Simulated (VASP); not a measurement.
# GaN (F-43m) in VASP: a series of runs

The runs below take GaN through single point, with PBE.

All numbers are computed with VASP 6.6.1; they aren't measurements. Logs are shortened: lines on timing, memory, paths and dates and some standing lists are left out, and cuts for length are marked.

### 1 The cell of the first run

It takes space group F-43m (No. 216, cubic). The conventional cell has a = 4.507 Å, b = 4.507 Å, c = 4.507 Å, α = 90.00°, β = 90.00°, γ = 90.00°. Ga (site symmetry -43m) has 4 N at 1.95 Å within 2.6 Å. N (site symmetry -43m) has 4 Ga at 1.95 Å within 2.6 Å.

### 2 Single point, PBE

File INCAR:

```
PREC = Accurate ; ENCUT = 600
EDIFF = 1E-6 ; ISMEAR = 0
SIGMA = 0.01 ; LREAL = False
LASPH = True ; NELM = 120
ALGO = Normal ; ISIF = 2
LWAVE = False ; LCHARG = False
GGA = PE ; NBANDS = 16
GGA_COMPAT = False
```

File KPOINTS:

```
regular mesh
0
Gamma
  6 6 6
```

File POSCAR:

```
GaN
1.0
    0.0000000000      2.2535006100      2.2535006100
    2.2535006100      0.0000000000      2.2535006100
    2.2535006100      2.2535006100      0.0000000000
Ga N
1 1
Direct
    0.0000000000      0.0000000000      0.0000000000
    0.7500000000      0.7500000000      0.7500000000
```

Potentials or basis: VASP PAW PBE potentials, release 64 (Ga_d, N).

The run is started by

```console
> cat potpaw_PBE.64/Ga_d/POTCAR potpaw_PBE.64/N/POTCAR > POTCAR
> mpirun -np 1 vasp_std > vasp.out
```

OUTCAR:

```text
PREC = Accurate
   ENCUT = 600
   EDIFF = 1E-6
   ISMEAR = 0
   LREAL = False
   LASPH = True
   NELM = 120
   ISIF = 2
   GGA = PE

 ion  position               nearest neighbor table
   1  0.000  0.000  0.000-   2 1.95   2 1.95   2 1.95   2 1.95
   2  0.750  0.750  0.750-   1 1.95   1 1.95   1 1.95   1 1.95

  LATTYP: Found a face centered cubic cell.
 ALAT       =     4.5070012200

  Lattice vectors:

 A1 = (   0.0000000000,   2.2535006100,   2.2535006100)
 A2 = (   2.2535006100,   0.0000000000,   2.2535006100)
 A3 = (   2.2535006100,   2.2535006100,   0.0000000000)

Analysis of symmetry for initial positions (statically):
=====================================================================
 Subroutine PRICEL returns:
 Original cell was already a primitive cell.

 Routine SETGRP: Setting up the symmetry group for a
 face centered cubic supercell.

 Subroutine GETGRP returns: Found 24 space group operations
 (whereof 24 operations were pure point group operations)
 out of a pool of 48 trial point group operations.

The static configuration has the point symmetry T_d .

Analysis of symmetry for dynamics (positions and initial velocities):
=====================================================================
 Subroutine PRICEL returns:
 Original cell was already a primitive cell.

 Routine SETGRP: Setting up the symmetry group for a
 face centered cubic supercell.

 Subroutine GETGRP returns: Found 24 space group operations
 (whereof 24 operations were pure point group operations)
 out of a pool of 48 trial point group operations.

The dynamic configuration has the point symmetry T_d .

 Subroutine INISYM returns: Found 24 space group operations
 (whereof 24 operations are pure point group operations),
 and found     1 'primitive' translations

----------------------------------------------------------------------------------------

                                     Primitive cell

  volume of cell :      22.8877

  direct lattice vectors                    reciprocal lattice vectors
     0.000000000  2.253500610  2.253500610    -0.221877020  0.221877020  0.221877020
     2.253500610  0.000000000  2.253500610     0.221877020 -0.221877020  0.221877020
     2.253500610  2.253500610  0.000000000     0.221877020  0.221877020 -0.221877020

  length of vectors
     3.186931125  3.186931125  3.186931125     0.384302272  0.384302272  0.384302272

  position of ions in fractional coordinates (direct lattice)
     0.000000000  0.000000000  0.000000000
     0.750000000  0.750000000  0.750000000

  ion indices of the primitive-cell ions
   primitive index   ion index
                 1           1
                 2           2

----------------------------------------------------------------------------------------

 KPOINTS: regular mesh

Automatic generation of k-mesh.
 Grid dimensions read from file:
 generate k-points for:    6    6    6

 Generating k-lattice:

  Cartesian coordinates                     Fractional coordinates (reciprocal lattice)
    -0.036979503  0.036979503  0.036979503     0.166666667  0.000000000  0.000000000
     0.036979503 -0.036979503  0.036979503     0.000000000  0.166666667  0.000000000
     0.036979503  0.036979503 -0.036979503     0.000000000  0.000000000  0.166666667

  Length of vectors
     0.064050379  0.064050379  0.064050379

  Shift w.r.t. Gamma in fractional coordinates (k-lattice)
     0.000000000  0.000000000  0.000000000

 Subroutine IBZKPT returns following result:
 ===========================================

 Found     16 irreducible k-points:

 Following reciprocal coordinates:
            Coordinates               Weight
  0.000000  0.000000  0.000000      1.000000
  0.166667  0.000000  0.000000      8.000000
  0.333333  0.000000  0.000000      8.000000
  0.500000  0.000000  0.000000      4.000000
  0.166667  0.166667  0.000000      6.000000
  0.333333  0.166667  0.000000     24.000000
[... 8 lines left out ...]
 -0.333333  0.333333  0.166667     24.000000
 -0.333333  0.500000  0.166667     12.000000
   k-points           NKPTS =     16   k-points in BZ     NKDIM =     16   number of bands    NBANDS=     16
   number of dos      NEDOS =    301   number of ions     NIONS =      2
   total plane-waves  NPLWV =  21952
   dimension x,y,z NGX =    28 NGY =   28 NGZ =   28
   dimension x,y,z NGXF=    56 NGYF=   56 NGZF=   56
   ions per type =               1   1
   NGX,Y,Z   is equivalent  to a cutoff of  14.61, 14.61, 14.61 a.u.
   NGXF,Y,Z  is equivalent  to a cutoff of  29.21, 29.21, 29.21 a.u.
 SYSTEM =  unknown system
   PREC   = accura    normal or accurate (medium, high low for compatibility)
   ISTART =      0    job   : 0-new  1-cont  2-samecut
   ICHARG =      2    charge: 1-file 2-atom 10-const
   ISPIN  =      1    spin polarized calculation?
   LNONCOLLINEAR =      F non collinear calculations
   LSORBIT =      F    spin-orbit coupling
   LASPH  =      T    aspherical Exc in radial PAW
   ENCUT  =  600.0 eV  44.10 Ry    6.64 a.u.   6.37  6.37  6.37*2*pi/ulx,y,z
   NELM   =    120;   NELMIN=  2; NELMDL= -5     # of ELM steps
   EDIFF  = 0.1E-05   stopping-criterion for ELM
   LREAL  =      F    real-space projection
   EDIFFG = 0.1E-04   stopping-criterion for IOM
   NSW    =      0    number of steps for IOM
   IBRION =     -1    ionic relax: 0-MD 1-quasi-New 2-CG
   NFREE  =      0    steps in history (QN), initial steepest desc. (CG)
   ISIF   =      2    stress and relaxation
   ISYM   =      2    0-nonsym 1-usesym 2-fastsym
   POTIM  = 0.5000    time-step for ionic-motion
   TEBEG  =    0.0;   TEEND  =   0.0 temperature during run
   PSTRESS=    0.0 pullay stress
   NELECT =      18.0000    total number of electrons
   NUPDOWN=      -1.0000    fix difference up-down
   EMIN   =  10.00;   EMAX   =-10.00  energy-range for DOS
   EFERMI =   0.00;   METHOD = LEGACY
   ISMEAR =     0;   SIGMA  =   0.01  broadening in eV -4-tet -1-fermi 0-gaus
   EFERMI_NEDOS =   21; number of points for ismear=-14 and -15
   IALGO  =     38    algorithm
   IMIX   =      4    mixing-type and parameters
     AMIX     =   0.40;   BMIX     =  1.00
     AMIX_MAG =   1.60;   BMIX_MAG =  1.00
  volume/ion in A,a.u.               =      11.44        77.23
  Fermi-wavevector in a.u.,A,eV,Ry     =   1.511117  2.855596 31.068543  2.283473
  Thomas-Fermi vector in A             =   2.621216
   LORBIT       =      0    0 simple, 1 ext, 2 COOP (PROOUT), +10 PAW based schemes
   GGA     = PE    functional components
   LHFCALC =     F    Hartree Fock is set to
   AEXX    =    0.0000 exact exchange contribution
   IVDW    =     0    specifies the selected vdW correction
   LEPSILON=     F    determine dielectric tensor
   LRPA    =     F    only Hartree local field effects (RPA)
 non-spin polarized calculation
 Gauss-broadening in eV      SIGMA  =   0.01
  energy-cutoff  :      600.00
  volume of cell :       22.89
 maximum number of plane-waves:       778
 NGX is ok and might be reduce to    28
   NGX = 13   NGY = 13   NGZ = 13

 number of electron      18.0000005 magnetization

 Free energy of the ion-electron system (eV)
  ---------------------------------------------------
  ext. energy  EPLUGINS =         0.00000000
  ---------------------------------------------------
  free energy    TOTEN  =       -12.14020443 eV

  energy without entropy =      -12.14020443  energy(sigma->0) =      -12.14020443

 E-fermi :   5.3498     XC(G=0): -11.6659

 val. band max:        5.2861607835   @ k =   0.0000   0.0000   0.0000
 cond. band min:       7.0085719027   @ k =   0.0000   0.0000   0.0000
 fundamental gap:      1.7224111192
 Fermi energy:         5.3498493548

 k-point     1 :       0.0000    0.0000    0.0000
  band No.  band energies     occupation
      1     -10.6494      2.00000
      2      -8.1608      2.00000
      3      -8.1607      2.00000
      4      -8.1607      2.00000
      5      -7.8412      2.00000
      6      -7.8412      2.00000
[... 8 lines left out ...]
     15      24.1375      0.00000
     16      24.1375      0.00000

 k-point     2 :       0.1667    0.0000    0.0000
  band No.  band energies     occupation
      1     -10.3655      2.00000
      2      -8.1269      2.00000
      3      -8.1269      2.00000
      4      -8.0334      2.00000
      5      -7.8426      2.00000
      6      -7.8426      2.00000
[... 8 lines left out ...]
     15      22.1955      0.00000
     16      22.1955      0.00000

 k-point     3 :       0.3333    0.0000    0.0000
  band No.  band energies     occupation
      1      -9.8940      2.00000
      2      -8.0818      2.00000
      3      -8.0818      2.00000
      4      -7.8204      2.00000
      5      -7.8204      2.00000
      6      -7.3711      2.00000
[... 8 lines left out ...]
     15      22.9544      0.00000
     16      22.9544      0.00000

 k-point     4 :       0.5000    0.0000    0.0000
  band No.  band energies     occupation
      1      -9.7419      2.00000
      2      -8.0732      2.00000
      3      -8.0732      2.00000
      4      -7.7941      2.00000
      5      -7.7941      2.00000
      6      -6.5948      2.00000
[... 8 lines left out ...]
     15      24.9463      0.00000
     16      24.9463      0.00000
[... 172 lines left out ...]
 k-point    14 :       0.5000    0.3333    0.1667
  band No.  band energies     occupation
      1      -9.6744      2.00000
      2      -8.0259      2.00000
      3      -8.0045      2.00000
      4      -7.8997      2.00000
      5      -7.8044      2.00000
      6      -6.7213      2.00000
[... 8 lines left out ...]
     15      25.1721      0.00000
     16      27.6882      0.00000

 k-point    15 :      -0.3333    0.3333    0.1667
  band No.  band energies     occupation
      1      -9.6031      2.00000
      2      -8.0398      2.00000
      3      -7.9740      2.00000
      4      -7.8642      2.00000
      5      -7.8180      2.00000
      6      -6.1008      2.00000
[... 8 lines left out ...]
     15      24.1690      0.00000
     16      28.0965      0.00000

 k-point    16 :      -0.3333    0.5000    0.1667
  band No.  band energies     occupation
      1      -9.5693      2.00000
      2      -8.0303      2.00000
      3      -7.9572      2.00000
      4      -7.8494      2.00000
      5      -7.8015      2.00000
      6      -5.9546      2.00000
[... 8 lines left out ...]
     15      25.9500      0.00000
     16      28.3025      0.00000

------------------------ aborting loop because EDIFF is reached ----------------------------------------

  FORCE on cell =-STRESS in cart. coord.  units (eV):
  Direction    XX          YY          ZZ          XY          YZ          ZX
  --------------------------------------------------------------------------------------
  -------------------------------------------------------------------------------------
  Total        0.6999521      0.6999521      0.6999521      0.0000000     -0.0000000      0.0000000
  in kB       48.9977170     48.9977170     48.9977170      0.0000000     -0.0000000      0.0000000
  external PRESSURE =      48.9977170 kB  Pullay stress =       0.0000000 kB

 VOLUME and BASIS-vectors are now :
 -----------------------------------------------------------------------------
  energy-cutoff  :      600.00
  volume of cell :       22.89
      direct lattice vectors                 reciprocal lattice vectors
     0.000000000  2.253500610  2.253500610    -0.221877020  0.221877020  0.221877020
     2.253500610  0.000000000  2.253500610     0.221877020 -0.221877020  0.221877020
     2.253500610  2.253500610  0.000000000     0.221877020  0.221877020 -0.221877020

 POSITION                                       TOTAL-FORCE (eV/Angst)
 -----------------------------------------------------------------------------------
      0.00000      0.00000      0.00000        -0.000000     -0.000000     -0.000000
      3.38025      3.38025      3.38025         0.000000      0.000000      0.000000
 -----------------------------------------------------------------------------------
    total drift:                               -0.000000     -0.000000     -0.000000

  FREE ENERGIE OF THE ION-ELECTRON SYSTEM (eV)
  ---------------------------------------------------
  free  energy   TOTEN  =       -12.1402044262 eV

  energy  without entropy=      -12.1402044262  energy(sigma->0) =      -12.14020443
```

Wall time 7 s (1 thread of Intel Xeon Platinum 8375C at 2.90GHz (Ice Lake), shared host); peak memory 0.16 GiB.

What came out:

```
Free energy            : -12.1402 eV
Pressure               : 4.9 GPa
Band gap on the k mesh : 1.72 eV, direct
```

Levels at points of the mesh, in eV from the valence-band top:
```csv
k point,band 7,band 8,band 9,band 10,band 11,band 12
"(0.00, 0.00, 0.00)",0.00,0.00,0.00,1.72,10.30,10.30
"(0.50, 0.00, 0.00)",-7.04,-0.97,-0.97,4.64,8.73,10.36
"(0.50, 0.50, 0.00)",-6.13,-2.70,-2.70,3.35,6.66,11.71
```

As with any semilocal functional, this PBE gap is likely too small.

### 3 Single point, PBE

This run uses another cell than the first one, of 11.51 Å³/atom, 1.005 times its volume.

File INCAR:

```
SYSTEM = GaN
PREC = Accurate
ENCUT = 600
EDIFF = 1E-6
ISMEAR = 0
SIGMA = 0.01
LREAL = .False.
LASPH = .True.
NELM = 120
ALGO = Normal
ISIF = 2
LWAVE = .False.
LCHARG = .False.
GGA = PE
NBANDS = 16
GGA_COMPAT = .False.
```

File KPOINTS:

```
Automatic mesh
0
Gamma
  6 6 6
  0 0 0
```

File POSCAR:

```
GaN
1.0
    0.0000000000      2.2575082275      2.2575082275
    2.2575082275      0.0000000000      2.2575082275
    2.2575082275      2.2575082275      0.0000000000
Ga N
1 1
Direct
    0.0000000000      0.0000000000      0.0000000000
    0.7500000000      0.7500000000      0.7500000000
```

Potentials or basis: VASP PAW PBE potentials, release 64 (Ga_d, N).

The run is started by

```console
> cat potpaw_PBE.64/Ga_d/POTCAR potpaw_PBE.64/N/POTCAR > POTCAR
> mpirun -np 1 vasp_std > vasp.out
```

It took 7.2 s on 1 thread of Intel Xeon Platinum 8375C at 2.90GHz (Ice Lake), shared host; peak memory 0.15 GiB.

Results (log left out):

- Free energy: -12.1437 eV
- Pressure: 3.9 GPa
- Band gap on the k mesh: 1.69 eV, direct

Levels at points of the mesh, in eV from the valence-band top:
| k point | band 5 | band 6 | band 7 | band 8 | band 9 | band 10 | band 11 | band 12 | band 13 | band 14 |
| --- | --- | --- | --- | --- | --- | --- | --- | --- | --- | --- |
| (0.00, 0.00, 0.00) | -13.13 | -13.13 | 0.00 | 0.00 | 0.00 | 1.69 | 10.26 | 10.26 | 10.26 | 17.53 |
| (0.50, 0.00, 0.00) | -13.08 | -11.88 | -7.00 | -0.96 | -0.96 | 4.60 | 8.70 | 10.33 | 10.33 | 15.58 |
| (0.50, 0.50, 0.00) | -13.05 | -11.46 | -6.10 | -2.68 | -2.68 | 3.35 | 6.63 | 11.67 | 13.90 | 13.90 |

### 4 Single point, PBE

This run uses another cell than the first one, of 11.62 Å³/atom, 1.015 times its volume.

File INCAR:

```
SYSTEM = GaN
PREC = Accurate
ENCUT = 600
EDIFF = 1E-6
ISMEAR = 0
SIGMA = 0.01
LREAL = .FALSE.
LASPH = .TRUE.
NELM = 120
ALGO = Normal
ISIF = 2
LWAVE = .FALSE.
LCHARG = .TRUE.
GGA = PE
LELF = .TRUE.
LVHAR = .TRUE.
NBANDS = 16
GGA_COMPAT = .FALSE.
```

File KPOINTS:

```
Automatic mesh
0
G
  6 6 6
  0 0 0
```

File POSCAR:

```
GaN
1.0
    0.0000000000      2.2647324077      2.2647324077
    2.2647324077      0.0000000000      2.2647324077
    2.2647324077      2.2647324077      0.0000000000
Ga N
1 1
Direct
    0.0000000000      0.0000000000      0.0000000000
    0.7500000000      0.7500000000      0.7500000000
```

The run is started by

```console
> cat potpaw_PBE.64/Ga_d/POTCAR potpaw_PBE.64/N/POTCAR > POTCAR
> mpirun -np 1 vasp_std > vasp.out
```

Wall time 7.7 s (1 thread of Intel Xeon Platinum 8375C at 2.90GHz (Ice Lake), shared host); peak memory 0.15 GiB.

It converged, with:

```
Free energy            : -12.1481 eV
Pressure               : 2.1 GPa
Band gap on the k mesh : 1.63 eV, direct
```

Levels at points of the mesh, in eV from the valence-band top:
| k point | band 5 | band 6 | band 7 | band 8 | band 9 | band 10 | band 11 | band 12 | band 13 | band 14 |
| --- | --- | --- | --- | --- | --- | --- | --- | --- | --- | --- |
| (0.00, 0.00, 0.00) | -13.13 | -13.13 | 0.00 | 0.00 | 0.00 | 1.63 | 10.20 | 10.20 | 10.20 | 17.40 |
| (0.50, 0.00, 0.00) | -13.09 | -11.88 | -6.94 | -0.95 | -0.95 | 4.53 | 8.65 | 10.28 | 10.28 | 15.50 |
| (0.50, 0.50, 0.00) | -13.06 | -11.46 | -6.06 | -2.65 | -2.65 | 3.34 | 6.57 | 11.60 | 13.80 | 13.80 |

### 5 Single point, PBE

This run uses another cell than the first one, of 11.76 Å³/atom, 1.027 times its volume.

File INCAR:

```
SYSTEM = GaN
PREC = Accurate
ENCUT = 600
EDIFF = 1E-6
ISMEAR = 0
SIGMA = 0.01
LREAL = .False.
LASPH = .True.
NELM = 120
ALGO = Normal
ISIF = 2
LWAVE = .False.
LCHARG = .False.
GGA = PE
NBANDS = 16
GGA_COMPAT = .False.
```

File KPOINTS:

```
regular mesh
0
Gamma
  6 6 6
  0 0 0
```

File POSCAR:

```
GaN
1.0
    0.0000000000      2.2737654376      2.2737654376
    2.2737654376      0.0000000000      2.2737654376
    2.2737654376      2.2737654376      0.0000000000
Ga N
1 1
Direct
    0.0000000000      0.0000000000      0.0000000000
    0.7500000000      0.7500000000      0.7500000000
```

The run is started by

```console
> cat potpaw_PBE.64/Ga_d/POTCAR potpaw_PBE.64/N/POTCAR > POTCAR
> mpirun -np 1 vasp_std > vasp.out
```

Wall time 7.2 s (1 thread of Intel Xeon Platinum 8375C at 2.90GHz (Ice Lake), shared host); peak memory 0.15 GiB.

Results (log left out):

```yaml
Free_energy: -12.1503 eV
Pressure: 0.0 GPa
Band_gap_on_the_k_mesh: 1.55 eV, direct
```

Levels at points of the mesh, in eV from the valence-band top:
```csv
k point,band 5,band 6,band 7,band 8,band 9,band 10,band 11,band 12,band 13,band 14
"(0.00, 0.00, 0.00)",-13.14,-13.14,0.00,0.00,0.00,1.55,10.13,10.13,10.13,17.24
"(0.50, 0.00, 0.00)",-13.09,-11.89,-6.87,-0.94,-0.94,4.45,8.59,10.22,10.22,15.41
"(0.50, 0.50, 0.00)",-13.06,-11.46,-6.02,-2.61,-2.61,3.34,6.50,11.52,13.68,13.68
```

### 6 The runs side by side

```csv
cell,gap on the mesh (eV),pressure (GPa)
"a = 3.187 Å, angles 60.0°, 2 atoms",1.72,4.9
"a = 3.193 Å, angles 60.0°, 2 atoms",1.69,3.9
"a = 3.203 Å, angles 60.0°, 2 atoms",1.63,2.1
"a = 3.216 Å, angles 60.0°, 2 atoms",1.55,0.0
```

Alike in all rows: task single point; level PBE; potentials or basis VASP PAW PBE potentials, release 64 (Ga_d, N); no spin polarisation; k mesh 6 × 6 × 6; cutoff (eV) 600; smearing gaussian 0.01 eV.

Absolute energies hang on the potentials; compare differences alone.
